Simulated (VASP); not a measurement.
Set up this calculation in VASP 6.6.1, as the native input.

| Item | Value |
| --- | --- |
| Task | single point |
| Functional | PBE |
| Potentials or basis | VASP PAW PBE potentials, release 64 (Zr_sv, Sn_d, Se) |
| Cutoff | 520 eV |
| k mesh | 4 × 4 × 4 |
| Occupations | gaussian, width 0.1 eV |
| Spin | collinear spin, ferromagnetic start |
| Starting moments | [1.0, 1.0, 1.0, 0.0, 0.0] μB |
| Dipole correction | no |
| Further INCAR settings | ALGO = Normal; EDIFF = 1e-07; NBANDS = 40 |

The structure of Zr3SnSe lies in POSCAR:

```
Zr3SnSe
1.0
    2.6999086966     -4.9972798702      0.0000000000
    2.6999086966      4.9972798702      0.0000000000
    0.0000000000      0.0000000000      5.5519496848
Zr Sn Se
3 1 1
Direct
    0.5000000000      0.5000000000      0.5000000000
    0.5000000000      0.0000000000      0.0000000000
    0.0000000000      0.5000000000      0.0000000000
    0.5000000000      0.5000000000      0.0000000000
    0.0000000000      0.0000000000      0.5000000000
```

The input as run:

INCAR

```
PREC = Accurate
ENCUT = 520
EDIFF = 1E-7
ISMEAR = 0
SIGMA = 0.1
LREAL = False
LASPH = True
NELM = 150
ALGO = Normal
ISIF = 2
LWAVE = False
LCHARG = False
ISPIN = 2
MAGMOM = 1 1 1 0 0
LORBIT = 11
LMAXMIX = 4
GGA = PE
NBANDS = 40
```

KPOINTS

```
Automatic mesh
0
Gamma
  4 4 4
```

Potentials or basis: VASP PAW PBE potentials, release 64 (Zr_sv, Sn_d, Se).

Launch:

```sh
$ cat potpaw_PBE.64/Zr_sv/POTCAR potpaw_PBE.64/Sn_d/POTCAR potpaw_PBE.64/Se/POTCAR > POTCAR
$ mpirun -np 1 vasp_std > vasp.out
```

It gave:

* Pressure: 0.0 GPa
* Band gap on the k mesh: zero (filled and empty bands overlap)
* Net moment: 0.00 μB per cell
* Valence electrons inside the program's atomic spheres: Zr 9.69, 9.92; Sn 12.67; Se 3.77

Caveat: spin-orbit coupling is left out, which moves the levels of the heavy elements.

Wall time 10 min on 1 thread of Oxide Virtual Turin-like Processor, with other jobs on the host, peak memory 0.39 GiB.
